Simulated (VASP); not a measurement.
# TaSb (NiAs type) (P6_3/mmc) in VASP: relaxation of cell and atoms with PBE

Aim: the relaxation of cell and atoms of TaSb (NiAs type) with PBE.

Everything below comes from runs of VASP 6.6.1. Logs are shortened: lines on timing, memory, paths and dates and some standing lists are left out, and cuts for length are marked.

### 1 The cell of the first run

It takes space group P6_3/mmc (No. 194, hexagonal). Conventional cell: a = 3.672 Å, b = 3.672 Å, c = 5.692 Å, α = 90.00°, β = 90.00°, γ = 120.00°. Within 3.4 Å of Ta (site symmetry -3m) lie 6 Sb at 2.55 Å and 2 Ta at 2.85 Å. Sb (site symmetry -6m2) has 6 Ta at 2.55 Å within 3.4 Å.

### 2 Relaxation of cell and atoms, PBE, target pressure 71 GPa, at which the enthalpy is minimised

File INCAR:

```
SYSTEM = TaSb
PREC = Accurate ; ENCUT = 600
EDIFF = 1E-6 ; ISMEAR = -1
SIGMA = 0.05 ; LREAL = .False.
LASPH = .True. ; NELM = 60
ALGO = Normal ; ISIF = 3
LWAVE = .False. ; LCHARG = .False.
GGA = PE ; IBRION = 2
NSW = 60 ; EDIFFG = -0.005
PSTRESS = 710.0
```

File KPOINTS:

```
Automatic mesh
0
Gamma
  10 10 6
  0 0 0
```

File POSCAR:

```
TaSb
1.0
    3.6722508754      0.0000000000      0.0000000000
   -1.8361254377      3.1802625472      0.0000000000
    0.0000000000      0.0000000000      5.6919888569
Ta Sb
2 2
Direct
    0.0000000000      0.0000000000      0.0000000000
    0.0000000000      0.0000000000      0.5000000000
    0.3333333333      0.6666666667      0.2500000000
    0.6666666667      0.3333333333      0.7500000000
```

Potentials or basis: VASP PAW PBE potentials, release 64 (Ta_pv, Sb).

Command:

```bash
> cat potpaw_PBE.64/Ta_pv/POTCAR potpaw_PBE.64/Sb/POTCAR > POTCAR
> mpirun -np 1 vasp_std > vasp.out
```

OUTCAR:

```text
SYSTEM = TaSb
   PREC = Accurate
   ENCUT = 600
   EDIFF = 1E-6
   ISMEAR = -1
   LREAL = .False.
   LASPH = .True.
   NELM = 60
   ISIF = 3
   GGA = PE
   IBRION = 2
   NSW = 60
   EDIFFG = -0.005
   PSTRESS = 710.0

 ion  position               nearest neighbor table
   1  0.000  0.000  0.000-   3 2.55   4 2.55   4 2.55   3 2.55   4 2.55   3 2.55   2 2.85   2 2.85

   2  0.000  0.000  0.500-   3 2.55   4 2.55   4 2.55   3 2.55   4 2.55   3 2.55   1 2.85   1 2.85

   3  0.333  0.667  0.250-   1 2.55   2 2.55   1 2.55   2 2.55   1 2.55   2 2.55   4 3.55   4 3.55
                             4 3.55   4 3.55   4 3.55   4 3.55
   4  0.667  0.333  0.750-   1 2.55   2 2.55   1 2.55   2 2.55   1 2.55   2 2.55   3 3.55   3 3.55
                             3 3.55   3 3.55   3 3.55   3 3.55

  LATTYP: Found a hexagonal cell.
 ALAT       =     3.6722508754
 C/A-ratio  =     1.5500000000

  Lattice vectors:

 A1 = (   3.6722508754,   0.0000000000,   0.0000000000)
 A2 = (  -1.8361254377,   3.1802625472,   0.0000000000)
 A3 = (   0.0000000000,   0.0000000000,   5.6919888569)

Analysis of symmetry for initial positions (statically):
=====================================================================
 Subroutine PRICEL returns:
 Original cell was already a primitive cell.

 Routine SETGRP: Setting up the symmetry group for a
 hexagonal supercell.

 Subroutine GETGRP returns: Found 24 space group operations
 (whereof 12 operations were pure point group operations)
 out of a pool of 24 trial point group operations.

The static configuration has the point symmetry D_3d.
 The point group associated with its full space group is D_6h.

Analysis of symmetry for dynamics (positions and initial velocities):
=====================================================================
 Subroutine PRICEL returns:
 Original cell was already a primitive cell.

 Routine SETGRP: Setting up the symmetry group for a
 hexagonal supercell.

 Subroutine GETGRP returns: Found 24 space group operations
 (whereof 12 operations were pure point group operations)
 out of a pool of 24 trial point group operations.

The dynamic configuration has the point symmetry D_3d.
 The point group associated with its full space group is D_6h.

 Subroutine INISYM returns: Found 24 space group operations
 (whereof 12 operations are pure point group operations),
 and found     1 'primitive' translations

----------------------------------------------------------------------------------------

                                     Primitive cell

  volume of cell :      66.4752

  direct lattice vectors                    reciprocal lattice vectors
     3.672250875  0.000000000  0.000000000     0.272312550  0.157219724  0.000000000
    -1.836125438  3.180262547  0.000000000     0.000000000  0.314439448  0.000000000
     0.000000000  0.000000000  5.691988857     0.000000000  0.000000000  0.175685516

  length of vectors
     3.672250875  3.672250875  5.691988857     0.314439448  0.314439448  0.175685516

  position of ions in fractional coordinates (direct lattice)
     0.000000000  0.000000000  0.000000000
     0.000000000  0.000000000  0.500000000
     0.333333333  0.666666667  0.250000000
     0.666666667  0.333333333  0.750000000

  ion indices of the primitive-cell ions
   primitive index   ion index
                 1           1
                 2           2
                 3           3
                 4           4

----------------------------------------------------------------------------------------

 KPOINTS: Automatic mesh

Automatic generation of k-mesh.
 Grid dimensions read from file:
 generate k-points for:   10   10    6

 Generating k-lattice:

  Cartesian coordinates                     Fractional coordinates (reciprocal lattice)
     0.027231255  0.015721972  0.000000000     0.100000000 -0.000000000  0.000000000
     0.000000000  0.031443945  0.000000000     0.000000000  0.100000000  0.000000000
     0.000000000  0.000000000  0.029280919     0.000000000  0.000000000  0.166666667

  Length of vectors
     0.031443945  0.031443945  0.029280919

  Shift w.r.t. Gamma in fractional coordinates (k-lattice)
     0.000000000  0.000000000  0.000000000

 Subroutine IBZKPT returns following result:
 ===========================================

 Found     56 irreducible k-points:

 Following reciprocal coordinates:
            Coordinates               Weight
  0.000000  0.000000  0.000000      1.000000
  0.100000  0.000000  0.000000      6.000000
  0.200000  0.000000  0.000000      6.000000
  0.300000  0.000000  0.000000      6.000000
  0.400000  0.000000  0.000000      6.000000
  0.500000  0.000000  0.000000      3.000000
[... 16 lines left out ...]
  0.300000  0.100000  0.166667     24.000000
  0.400000  0.100000  0.166667     24.000000
 [... further k-points ...]
   k-points           NKPTS =     56   k-points in BZ     NKDIM =     56   number of bands    NBANDS=     20
   number of dos      NEDOS =    301   number of ions     NIONS =      4
   total plane-waves  NPLWV =  43200
   dimension x,y,z NGX =    30 NGY =   30 NGZ =   48
   dimension x,y,z NGXF=    60 NGYF=   60 NGZF=   96
   ions per type =               2   2
   NGX,Y,Z   is equivalent  to a cutoff of  13.58, 13.58, 14.02 a.u.
   NGXF,Y,Z  is equivalent  to a cutoff of  27.16, 27.16, 28.04 a.u.
 SYSTEM =  TaSb
   PREC   = accura    normal or accurate (medium, high low for compatibility)
   ISTART =      0    job   : 0-new  1-cont  2-samecut
   ICHARG =      2    charge: 1-file 2-atom 10-const
   ISPIN  =      1    spin polarized calculation?
   LNONCOLLINEAR =      F non collinear calculations
   LSORBIT =      F    spin-orbit coupling
   LASPH  =      T    aspherical Exc in radial PAW
   ENCUT  =  600.0 eV  44.10 Ry    6.64 a.u.   7.33  7.33 11.37*2*pi/ulx,y,z
   NELM   =     60;   NELMIN=  2; NELMDL= -5     # of ELM steps
   EDIFF  = 0.1E-05   stopping-criterion for ELM
   LREAL  =      F    real-space projection
   EDIFFG = -.5E-02   stopping-criterion for IOM
   NSW    =     60    number of steps for IOM
   IBRION =      2    ionic relax: 0-MD 1-quasi-New 2-CG
   NFREE  =      1    steps in history (QN), initial steepest desc. (CG)
   ISIF   =      3    stress and relaxation
   ISYM   =      2    0-nonsym 1-usesym 2-fastsym
   POTIM  = 0.5000    time-step for ionic-motion
   TEBEG  =    0.0;   TEEND  =   0.0 temperature during run
   PSTRESS=  710.0 pullay stress
   NELECT =      32.0000    total number of electrons
   NUPDOWN=      -1.0000    fix difference up-down
   EMIN   =  10.00;   EMAX   =-10.00  energy-range for DOS
   EFERMI =   0.00;   METHOD = LEGACY
   ISMEAR =    -1;   SIGMA  =   0.05  broadening in eV -4-tet -1-fermi 0-gaus
   EFERMI_NEDOS =   21; number of points for ismear=-14 and -15
   IALGO  =     38    algorithm
   IMIX   =      4    mixing-type and parameters
     AMIX     =   0.40;   BMIX     =  1.00
     AMIX_MAG =   1.60;   BMIX_MAG =  1.00
  volume/ion in A,a.u.               =      16.62       112.15
  Fermi-wavevector in a.u.,A,eV,Ry     =   1.283035  2.424584 22.397609  1.646178
  Thomas-Fermi vector in A             =   2.415311
   LORBIT       =      0    0 simple, 1 ext, 2 COOP (PROOUT), +10 PAW based schemes
   GGA     = PE    functional components
   LHFCALC =     F    Hartree Fock is set to
   AEXX    =    0.0000 exact exchange contribution
   IVDW    =     0    specifies the selected vdW correction
   LEPSILON=     F    determine dielectric tensor
   LRPA    =     F    only Hartree local field effects (RPA)
 conjugate gradient relaxation of ions
 non-spin polarized calculation
  energy-cutoff  :      600.00
  volume of cell :       66.48
 maximum number of plane-waves:      2261
 NGX is ok and might be reduce to    30
   NGX = 15   NGY = 15   NGZ = 23

--------------------------------------- Ionic step        1  -------------------------------------------

 number of electron      32.0000001 magnetization

 Free energy of the ion-electron system (eV)
  ---------------------------------------------------
  ext. energy  EPLUGINS =         0.00000000
  ---------------------------------------------------
  free energy    TOTEN  =       -26.40953593 eV

  energy without entropy =      -26.38736854  energy(sigma->0) =      -26.39845223

------------------------ aborting loop because EDIFF is reached ----------------------------------------

  FORCE on cell =-STRESS in cart. coord.  units (eV):
  Direction    XX          YY          ZZ          XY          YZ          ZX
  --------------------------------------------------------------------------------------
  -------------------------------------------------------------------------------------
  Total       29.6045841     29.6045841     37.1923343      0.0000000      0.0000000     -0.0000000
  in kB      713.5266314    713.5266314    896.4058057      0.0000000      0.0000000     -0.0000000
  external PRESSURE =      64.4863562 kB  Pullay stress =     710.0000000 kB
[... 103 lines left out ...]
  energy  without entropy=      -27.8060754272  energy(sigma->0) =      -27.81530917

  enthalpy is  TOTEN    =         2.8995691357 eV   P V=       30.7241120416

[... ionic steps 4 to 19 ...]

--------------------------------------- Ionic step       20  -------------------------------------------

 number of electron      32.0000004 magnetization

------------------------ aborting loop because EDIFF is reached ----------------------------------------
[... 75 lines left out ...]
--------------------------------------- Ionic step       22  -------------------------------------------

 number of electron      32.0000004 magnetization

 Free energy of the ion-electron system (eV)
  ---------------------------------------------------
  ext. energy  EPLUGINS =         0.00000000
  ---------------------------------------------------
  free energy    TOTEN  =       -27.68943835 eV

  energy without entropy =      -27.67295942  energy(sigma->0) =      -27.68119888

 E-fermi :  12.5118     XC(G=0): -13.0480

 val. band max:       12.4814843130   @ k =   0.2000   0.0000   0.3333
 cond. band min:      12.5127031154   @ k =   0.1000   0.0000   0.1667
 fundamental gap:      0.0312188024
 Fermi energy:        12.5118321916

 k-point     1 :       0.0000    0.0000    0.0000
  band No.  band energies     occupation
      1     -22.2831      2.00000
      2     -22.1882      2.00000
      3     -21.4145      2.00000
      4     -21.4145      2.00000
      5     -21.4094      2.00000
      6     -21.4094      2.00000
[... 541 lines left out ...]
     19      15.6360      0.00000
     20      16.5568      0.00000

 [... further k-points ...]
[... 5 lines left out ...]
  --------------------------------------------------------------------------------------
  -------------------------------------------------------------------------------------
  Total       27.6658459     27.6658459     27.6604328      0.0000000      0.0000000      0.0000000
  in kB      710.1469297    710.1469300    710.0079814      0.0000000      0.0000000      0.0000000
  external PRESSURE =       0.1006137 kB  Pullay stress =     710.0000000 kB
[... 23 lines left out ...]
  energy  without entropy=      -27.6729594168  energy(sigma->0) =      -27.68119888

  enthalpy is  TOTEN    =        -0.0293165241 eV   P V=       27.6601218230

 reached required accuracy - stopping structural energy minimisation
```

Run time: 17 min. Hardware: 1 thread of Oxide Virtual Turin-like, shared host; peak memory 0.24 GiB.

What came out:

* Free energy: -27.6894 eV
* Relaxed volume: 15.60 Å³/atom
* Relaxed cell: a = 3.028 Å, b = 3.028 Å, c = 7.861 Å, α = 90.00°, β = 90.00°, γ = 120.00°
* Space group after relaxing (to 0.05 Å): P6_3/mmc (No. 194)
* Energy change on relaxing (the enthalpy is what falls): -320.0 meV/atom
* Ionic steps: 22
* Pressure after relaxing: 71.0 GPa
* Band gap on the k mesh: zero (band 16 reaches 12.71 eV, above the bottom of band 17 at 12.09 eV)

The path:
```tsv
step	energy change (eV)	largest force (eV/Å)	pressure (GPa)	volume (Å³)
1	0.0000	0.0000	77.45	66.48
2	-2.7806	0.0000	41.01	72.93
3	-1.4150	0.0000	59.45	69.33
4	-1.6621	0.0000	57.29	69.35
5	-2.4306	0.0000	52.38	68.89
6	-2.5828	0.0000	53.53	65.96
7	0.8636	0.0000	102.73	58.45
8	-1.2532	0.0000	73.16	62.46
9	-1.2226	0.0000	73.56	62.39
10	-1.1558	0.0000	73.71	62.16
11	-1.0899	0.0000	73.97	62.00
12	-1.6126	0.0000	65.93	63.20
13	-1.2846	0.0000	70.99	62.43
14	-1.2885	0.0000	70.95	62.44
15	-1.2871	0.0000	70.94	62.43
16	-1.2843	0.0000	70.94	62.43
17	-1.2838	0.0000	70.94	62.43
18	-1.2830	0.0000	70.95	62.42
19	-1.2835	0.0000	70.94	62.43
20	-1.2837	0.0000	70.95	62.43
21	-1.2710	0.0000	71.12	62.40
22	-1.2799	0.0000	71.01	62.42
```

Final structure:
```yaml
crystal:
  lattice:
    - [3.02798, 0.00000, 0.00000]
    - [-1.51399, 2.62231, 0.00000]
    - [0.00000, 0.00000, 7.86083]
  atoms:
    - { symbol: Ta, position: [0.00000, 0.00000, 0.00000] }
    - { symbol: Ta, position: [0.00000, 0.00000, 0.50000] }
    - { symbol: Sb, position: [0.33333, 0.66667, 0.25000] }
    - { symbol: Sb, position: [0.66667, 0.33333, 0.75000] }
```

Levels at points of the mesh, in eV from the Fermi level:
| k point | band 13 | band 14 | band 15 | band 16 | band 17 | band 18 | band 19 | band 20 |
| --- | --- | --- | --- | --- | --- | --- | --- | --- |
| (0.00, 0.00, 0.00) | -1.21 | -1.21 | -0.21 | -0.21 | 1.08 | 1.08 | 1.81 | 1.81 |
| (0.50, 0.00, 0.00) | -3.64 | -2.69 | -2.34 | 0.05 | 0.92 | 1.31 | 4.93 | 5.02 |
| (0.00, 0.00, 0.50) | -0.74 | -0.74 | -0.74 | -0.74 | 1.33 | 1.33 | 1.33 | 1.33 |
| (0.50, 0.00, 0.50) | -3.13 | -3.13 | -1.45 | -1.45 | 1.45 | 1.45 | 4.88 | 4.88 |

Caveat: the cell is relaxed towards a set pressure, so the enthalpy falls and the energy may rise; spin-orbit coupling is left out, which moves the levels of the heavy elements.
